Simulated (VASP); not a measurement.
A run of VASP 6.6.1 is set up as follows.

Contents of INCAR:

```
SYSTEM = Na2F
  PREC = Accurate
  ENCUT = 600
  EDIFF = 1E-6
  ISMEAR = 0
  SIGMA = 0.1
  LREAL = .FALSE.
  LASPH = .TRUE.
  NELM = 60
  ALGO = Normal
  ISIF = 3
  LWAVE = .FALSE.
  LCHARG = .FALSE.
  GGA = PE
  IBRION = 2
  NSW = 100
  EDIFFG = -0.01
```

KPOINTS

```
regular mesh
0
G
  14 14 10
  0 0 0
```

The input POSCAR:

```
Na2F
1.0
    3.3734618920      0.0000000000      0.0000000000
    0.0000000000      3.3734618920      0.0000000000
    0.0000000000      0.0000000000      5.3129848203
Na F
2 1
Direct
    0.0000000000      0.0000000000      0.0000000000
    0.5000000000      0.5000000000      0.5000000000
    0.0000000000      0.0000000000      0.5000000000
```

Potentials or basis: VASP PAW PBE potentials, release 64 (Na_pv, F).

The run is started by

```sh
$ cat potpaw_PBE.64/Na_pv/POTCAR potpaw_PBE.64/F/POTCAR > POTCAR
$ mpirun -np 1 vasp_std > vasp.out
```

What does it give for the relaxed volume?

20.12 Å³/atom.

Predict the band gap on the k mesh.

zero (an odd number of electrons rules out a gap without spin polarisation).

Final structure:
```xyz
3
Lattice="3.3717 0.0000 0.0000 0.0000 3.3717 0.0000 0.0000 0.0000 5.3107" Properties=species:S:1:pos:R:3 pbc="T T T"
Na    0.0000    0.0000    0.0000
Na    1.6859    1.6859    2.6553
F     0.0000    0.0000    2.6553
```

Caveat: the cell differs from its parent crystal (atoms taken out).
